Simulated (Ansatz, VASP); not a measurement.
# One calculation of BPtF6, two programs

```
CELL_PARAMETERS angstrom
4.78843 0.00000 0.00000
-2.39421 4.14690 0.00000
-2.39421 1.38230 4.25801
ATOMIC_POSITIONS crystal
B 0.50000 0.50000 0.50000
F 0.28936 0.15009 0.71813
F 0.84991 0.42114 0.71813
F 0.57886 0.71064 0.71813
F 0.71064 0.84991 0.28187
F 0.15009 0.57886 0.28187
F 0.42114 0.28936 0.28187
Pt 0.00000 0.00000 0.00000
```

Alike in both runs: functional PBE; k mesh 5 × 5 × 5; occupations fermi-dirac, width 0.0476 eV; no spin polarisation.

Ansatz relaxed the structure, and its values are those at the end. VASP's run is a single point on that final structure, the one shown.

|  | VASP | Ansatz |
| --- | --- | --- |
| version | VASP 6.6.1 | Ansatz 0.2.0 |
| potentials or method | VASP PAW PBE potentials, release 64 (B, F, Pt), cutoff 520 eV | PAW plane waves |
| valence electrons in the cell | 55 | 63 |

|  | VASP | Ansatz | Ansatz less VASP |
| --- | --- | --- | --- |
| gap on the k mesh at the Fermi level (eV) | none | none | - |
| pressure (GPa) | 0.0 | 0.0 | 0.00 |
| rms of the force components (eV/Å) | 0.014 | 0.000 | -0.0138 |

A gap of «none» marks a metal or a gap that the smearing closes. VASP's potentials hold 55 valence electrons a cell and Ansatz's 63, so a difference there can come from the potentials and not from the codes. Ansatz's warnings: structure snapped to symmetry.

Spin-orbit coupling is off throughout.
